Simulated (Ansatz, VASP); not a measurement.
Hf in VASP and in Ansatz

The input INCAR:

```
SYSTEM = Hf
PREC = Accurate
ENCUT = 520
EDIFF = 1E-7
ISMEAR = -1
SIGMA = 0.08
LREAL = .False.
LASPH = .True.
NELM = 80
ALGO = Normal
ISIF = 2
LWAVE = .False.
LCHARG = .True.
GGA = CA
LELF = .True.
LVHAR = .True.
NBANDS = 11
```

Contents of KPOINTS:

```
regular mesh
0
Gamma
  17 17 17
  0 0 0
```

The input POSCAR:

```
Hf
1.0
   -1.5985654138      1.5985654138      1.5985654138
    1.5985654138     -1.5985654138      1.5985654138
    1.5985654138      1.5985654138     -1.5985654138
Hf
1
Direct
    0.0000000000      0.0000000000      0.0000000000
```

Input for Ansatz:

```yaml
crystal:
  lattice:
    - [-1.5985654138, 1.5985654138, 1.5985654138]
    - [1.5985654138, -1.5985654138, 1.5985654138]
    - [1.5985654138, 1.5985654138, -1.5985654138]
  atoms:
    - { symbol: Hf, position: [0.0, 0.0, 0.0] }
kpoints:
  mp_grid: { grid: [17, 17, 17] }
scf:
  occupations: { method: fermi_dirac, width: 0.08 }
hamiltonian:
  xc: lda
  pseudopotentials: { kind: paw }
output:
  forces: true
  stress: true
  eigenvalues: true
  populations: true
  write_density: true
  write_potential: true
  elf: true
  volumetric_format: npy
```

Change from the starting cell: volume scaled by 0.8, PAW files.

Alike in both runs: task single point; functional LDA; k mesh 17 × 17 × 17; occupations fermi-dirac, width 0.08 eV; no spin polarisation.

|  | VASP | Ansatz |
| --- | --- | --- |
| version | VASP 6.6.1 | Ansatz 0.2.0 |
| potentials or method | VASP PAW LDA potentials, release 64 (Hf_pv) | PAW with Ansatz's default frozen-core files, scalar-relativistic |
| plane-wave cutoff (eV) | 520 | 420 |
| valence electrons in the cell | 10 | 26 |

|  | VASP | Ansatz | Ansatz less VASP |
| --- | --- | --- | --- |
| pressure (GPa) | 37.1 | 36.8 | -0.30 |

LDA's correlation is that of Perdew and Zunger in VASP and of Perdew and Wang (1992) in Ansatz. Both programs put the cell under a high pressure, so it lies far from rest at this level. VASP's potentials hold 10 valence electrons a cell and Ansatz's 26, so a difference there can come from the potentials and not from the codes.

Neither program's run includes spin-orbit coupling.
